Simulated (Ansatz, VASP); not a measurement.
# Pt: VASP beside Ansatz

```
CELL_PARAMETERS angstrom
2.34476 0.00000 0.00000
-1.17238 2.38897 0.00000
0.00000 0.00000 4.78138
ATOMIC_POSITIONS crystal
Pt 0.66667 0.33333 0.75000
Pt 0.33333 0.66667 0.25000
```

Change from the starting cell: normal strain along x -0.1500, normal strain along y +0.0000.

Alike in both runs: task single point; functional PBE; k mesh 18 × 18 × 10; occupations gaussian, width 0.15 eV; no spin polarisation.

```csv
,VASP,Ansatz
version,VASP 6.6.1,Ansatz 0.2.0
potentials or method,"VASP PAW PBE potentials, release 64 (Pt), cutoff 520 eV","scalar-relativistic, plane waves, PAW"
valence electrons in the cell,20,36
```

VASP gave:

| Property | Result |
| --- | --- |
| gap on the k mesh at the Fermi level (eV) | none |
| pressure (GPa) | 80.6 |
| traceless stress, the component that is largest in VASP (GPa) | 82.33 |
| rms of the force components (eV/Å) | 0.043 |

Task: What did Ansatz give for the same quantities?

Result: gap on the k mesh at the Fermi level (eV): none; pressure (GPa): 81.3; traceless stress, the component that is largest in VASP (GPa): 83.33; rms of the force components (eV/Å): 0.044.

Atom by atom the forces differ by 0.001 eV/Å (rms over components). A gap of «none» marks a metal or a gap that the smearing closes. Both programs put the cell under a high pressure, so it lies far from rest at this level. With one functional, cell and mesh, what is left measures potentials, basis and numerics. VASP's potentials hold 20 valence electrons a cell and Ansatz's 36, so a difference there can come from the potentials and not from the codes.

Neither program's run includes spin-orbit coupling. Noted on VASP's run: the cell as given lies far from equilibrium.
